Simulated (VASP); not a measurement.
Wanted: the native input for a VASP 6.6.1 run.

```
Task                   : single point
Functional             : LDA
Potentials or basis    : VASP PAW LDA potentials, release 64 (Cu)
Cutoff                 : 520 eV
k mesh                 : 11 × 11 × 11
Occupations            : fermi-dirac, width 0.05 eV
Spin                   : no spin polarisation
Dipole correction      : no
Further INCAR settings : ALGO = Normal; EDIFF = 1e-06; NBANDS = 18
```

The structure of Cu lies in POSCAR:

```
Cu
1.0
    1.2184636900     -3.9763780104      0.0000000000
    1.2184636900      3.9763780104      0.0000000000
    0.0000000000      0.0000000000      2.4754955235
Cu
2
Direct
    0.8661333500      0.1338666500      0.7500000000
    0.1338666500      0.8661333500      0.2500000000
```

The input as run:

INCAR

```
SYSTEM = Cu
PREC = Accurate ; ENCUT = 520
EDIFF = 1E-6 ; ISMEAR = -1
SIGMA = 0.05 ; LREAL = .FALSE.
LASPH = .TRUE. ; NELM = 80
ALGO = Normal ; ISIF = 2
LWAVE = .FALSE. ; LCHARG = .TRUE.
LELF = .TRUE. ; LVHAR = .TRUE.
NBANDS = 18
```

KPOINTS

```
Automatic mesh
0
G
  11 11 11
  0 0 0
```

Potentials or basis: VASP PAW LDA potentials, release 64 (Cu).

Run with:

```console
$ cat potpaw_LDA.64/Cu/POTCAR > POTCAR
$ mpirun -np 1 vasp_std > vasp.out
```

It gave:

```yaml
Pressure: -6.7 GPa
Largest_force: 0.038 eV/Å
Band_gap_on_the_k_mesh: zero (band 11 reaches 10.95 eV, above the bottom of band 12 at 5.49 eV)
```

Wall time 29 s on 1 thread of Intel(R) Xeon(R) 6975P-C (Granite Rapids), with other jobs on the host, peak memory 0.19 GiB.
